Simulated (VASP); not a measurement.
A run of VASP 6.6.1 is set up as follows.

The input INCAR:

```
SYSTEM = Cd16S16O
PREC = Accurate ; ENCUT = 520
EDIFF = 1E-6 ; ISMEAR = -1
SIGMA = 0.01 ; LREAL = Auto
LASPH = .TRUE. ; NELM = 100
ALGO = Normal ; ISIF = 2
LWAVE = .FALSE. ; LCHARG = .FALSE.
GGA = PE ; NBANDS = 169
NELECT = 296.0
```

The input KPOINTS:

```
Automatic mesh
0
Gamma
  1 1 1
  0.25 0.25 0.25
```

The input POSCAR:

```
Cd16S16O
1.0
    8.3277842500     -0.0000000600      0.0000000000
   -4.1638920700      7.2120727400      0.0000000000
    0.0000000000      0.0000000000     13.5350132800
Cd S O
16 16 1
Direct
    0.3554143734      0.1715599753      0.2476797718
    0.1414185626      0.3162328072      0.0040936051
    0.3407333029      0.1649251281      0.7460025928
    0.1602628840      0.3286731977      0.5001501557
    0.3243744441      0.6761038325      0.2704442119
    0.1215096929      0.8797337792      0.0127523333
    0.3369301085      0.6635134160      0.7722940335
    0.1622305525      0.8386094023      0.5039212640
    0.8789844700      0.1208681726      0.2103160847
    0.6603634166      0.3407494805      0.0018831899
    0.8368472800      0.1643365358      0.7409578988
    0.6745197300      0.3269649552      0.4911349448
    0.8296205777      0.6454082228      0.2477018626
    0.6847957214      0.8585849400      0.0041021755
    0.8340366192      0.6590888946      0.7455345474
    0.6726541272      0.8418564620      0.4999768275
    0.3371398943      0.1672668959      0.4404030404
    0.2114217944      0.3631854679      0.2010929686
    0.3416990409      0.1844238222      0.9302219170
    0.1748025010      0.3394793839      0.6891473105
    0.3329141665      0.6686771187      0.4558857736
    0.1669045009      0.8344831267      0.1992781938
    0.3252128106      0.6764923477      0.9554626754
    0.1700770218      0.8293000121      0.6915885346
    0.8400293338      0.1623502830      0.4289536242
    0.6879554196      0.3132526699      0.1894074241
    0.8162700865      0.1835602741      0.9229040816
    0.6681060350      0.3316142427      0.6788629468
    0.8334323499      0.6642717320      0.4402896308
    0.6372853788      0.7883761359      0.2007515577
    0.8171959375      0.6592429417      0.9299232841
    0.6611223363      0.8266271368      0.6889268453
   -0.0269233121      0.0279283093      0.0710687149
```

Potentials or basis: VASP PAW PBE potentials, release 64 (Cd, S, O).

Launch:

```console
$ cat potpaw_PBE.64/Cd/POTCAR potpaw_PBE.64/S/POTCAR potpaw_PBE.64/O/POTCAR > POTCAR
$ mpirun -np 1 vasp_std > vasp.out
```

(1) Predict the largest force.

Answers

(1) 0.205 eV/Å.

Caveat: the cell carries a net charge on a neutralising background, which shifts energy and pressure.
